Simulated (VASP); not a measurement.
Si2Mo, 3 atoms in the cell. It takes space group I4/mmm (No. 139, tetragonal). Conventional cell: a = 3.190 Å, b = 3.190 Å, c = 7.352 Å, α = 90.00°, β = 90.00°, γ = 90.00°. Si (site symmetry 4mm) has 9 Si at 2.43 to 3.19 Å and 5 Mo at 2.46 to 2.56 Å within 3.2 Å. Within 3.3 Å of Mo (site symmetry 4/mmm) lie 10 Si at 2.46 to 2.56 Å and 4 Mo at 3.19 Å.  This cell differs from its parent crystal: strain -0.0600 x Voigt [0, 0, 1, 0, 0, 0].

| Property | Result |
| --- | --- |
| Program | VASP 6.6.1 |
| Task | single point |
| Functional | PBEsol |
| Potentials or basis | VASP PAW PBE potentials, release 64 (Si, Mo_sv) |
| Cutoff | 520 eV |
| k mesh | 20 × 20 × 20 |
| Occupations | gaussian, width 0.15 eV |
| Spin | no spin polarisation |
| Dipole correction | no |
| Further INCAR settings | ALGO = Normal; EDIFF = 1e-07; NBANDS = 18 |

Potentials or basis: VASP PAW PBE potentials, release 64 (Si, Mo_sv).

Command:

```bash
$ cat potpaw_PBE.64/Si/POTCAR potpaw_PBE.64/Mo_sv/POTCAR > POTCAR
$ mpirun -np 1 vasp_std > vasp.out
```

Hardware: 1 thread of Intel Xeon 8259CL, on a shared host.

Problem. How long does it take, and how much memory?

Solution. It took 9.4 min on 1 thread of Intel Xeon 8259CL, with other jobs on the host, peak memory 0.51 GiB. Counts: scf iterations 14, k points 641.
